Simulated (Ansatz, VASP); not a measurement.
## SiC2 in VASP and in Ansatz

File POSCAR:

```
SiC2
1.0
    2.9232701693      0.0000000000      0.0000000000
   -1.4616350847      2.5316262288      0.0000000000
    0.0000000000      0.0000000000      7.4136177446
C Si
4 2
Direct
    0.6666666667      0.3333333333      0.5367424683
    0.3333333333      0.6666666667      0.2555560122
    0.3333333333      0.6666666667      0.4632575317
    0.6666666667      0.3333333333      0.7444439878
    0.0000000000      0.0000000000      0.8389089478
    0.0000000000      0.0000000000      0.1610910522
```

The input INCAR.step1:

```
ALGO = Normal
EDIFF = 1E-5
ENCUT = 520
GGA = PE
ISIF = 2
ISMEAR = 0
LASPH = T
LCHARG = F
LREAL = F
LWAVE = T
NBANDS = 21
NELM = 60
PREC = Accurate
SIGMA = 0.01
```

The input INCAR.step2:

```
ALGO = Normal
EDIFF = 1E-6
ENCUT = 520
GGA = PE
HFSCREEN = 0.2079
ISIF = 2
ISMEAR = 0
ISTART = 1
LASPH = T
LCHARG = F
LHFCALC = T
LREAL = F
LWAVE = F
NBANDS = 21
NELM = 60
PREC = Accurate
PRECFOCK = Fast
SIGMA = 0.01
```

File KPOINTS:

```
k-points
0
Gamma
  6 6 2
```

Input for Ansatz:

```yaml
crystal:
  lattice:
    - [2.9232701693, 0.0, 0.0]
    - [-1.4616350847, 2.5316262288, 0.0]
    - [0.0, 0.0, 7.4136177446]
  atoms:
    - { symbol: C, position: [0.6666666667, 0.3333333333, 0.5367424683] }
    - { symbol: C, position: [0.3333333333, 0.6666666667, 0.2555560122] }
    - { symbol: Si, position: [0.0, 0.0, 0.8389089478] }
    - { symbol: C, position: [0.3333333333, 0.6666666667, 0.4632575317] }
    - { symbol: Si, position: [0.0, 0.0, 0.1610910522] }
    - { symbol: C, position: [0.6666666667, 0.3333333333, 0.7444439878] }
kpoints:
  mp_grid: { grid: [6, 6, 2] }
  band_path:
    path:
      - [0.0, 0.0, 0.0]
      - [0.5, 0.0, 0.0]
      - [0.3333333333, 0.3333333333, 0.0]
      - [0.0, 0.0, 0.5]
      - [0.5, 0.0, 0.5]
      - [0.3333333333, 0.3333333333, 0.5]
      - [0.0, 0.5, 0.0]
    npoints: 1
hamiltonian:
  xc: hse06
scf:
  occupations: { method: fixed }
  n_extra_bands: 5
output:
  forces: true
  stress: true
  eigenvalues: true
```

Alike in both runs: task single point; functional HSE06; k mesh 6 × 6 × 2; no spin polarisation.

|  | VASP | Ansatz |
| --- | --- | --- |
| version | VASP 6.6.1 | Ansatz 0.2.0 |
| potentials or method | VASP PAW PBE potentials, release 64 (C, Si) | plane waves, PAW |
| plane-wave cutoff (eV) | 520 | 420 |
| occupations | gaussian, width 0.01 eV | fixed |
| valence electrons in the cell | 24 | 24 |

Ansatz gave:

* gap on the k mesh at the Fermi level (eV): 1.06
* pressure (GPa): -2.8
* rms of the force components (eV/Å): 0.067

Estimate VASP's values.

gap on the k mesh at the Fermi level (eV): 1.07; pressure (GPa): -3.1; rms of the force components (eV/Å): 0.060.

Ansatz's warnings: metallic iterate, stress exchange threshold loose, stress scf threshold loose.

The k mesh is coarse, so the values compare programs but aren't converged.
